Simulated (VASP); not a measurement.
Here is a VASP 6.6.1 calculation.

INCAR

```
SYSTEM = AlN
ALGO = Normal
EDIFF = 1E-6
ENCUT = 520
GGA = PE
ISIF = 2
ISMEAR = -1
LASPH = .TRUE.
LCHARG = .TRUE.
LELF = .TRUE.
LREAL = .FALSE.
LVHAR = .TRUE.
LWAVE = .FALSE.
NBANDS = 11
NELM = 80
PREC = Accurate
SIGMA = 0.02
```

File KPOINTS:

```
k-points
0
G
  10 10 10
  0 0 0
```

The input POSCAR:

```
AlN
1.0
    0.0000000000      2.0592458391      1.9894038362
    2.0592458391      0.0000000000      1.9894038362
    2.0592458391      2.0592458391      0.0000000000
Al N
1 1
Direct
    0.0000000000      0.0000000000      0.0000000000
    0.5000000000      0.5000000000      0.5000000000
```

Potentials or basis: VASP PAW PBE potentials, release 64 (Al, N).

The run is started by

```bash
$ cat potpaw_PBE.64/Al/POTCAR potpaw_PBE.64/N/POTCAR > POTCAR
$ mpirun -np 1 vasp_std > vasp.out
```

Problem. Predict the band gap on the k mesh.

Solution. 4.14 eV, indirect (least direct gap 5.28 eV).

Problem. What does it give for the pressure?

Solution. 0.1 GPa.

Stress tensor (GPa, compression positive):
```
-2.96  0.00  0.00
 0.00 -2.96  0.00
 0.00  0.00  6.33
```

Caveat: the cell differs from its parent crystal (epitaxial xy strain +2.0%). A k mesh can miss the band edges.
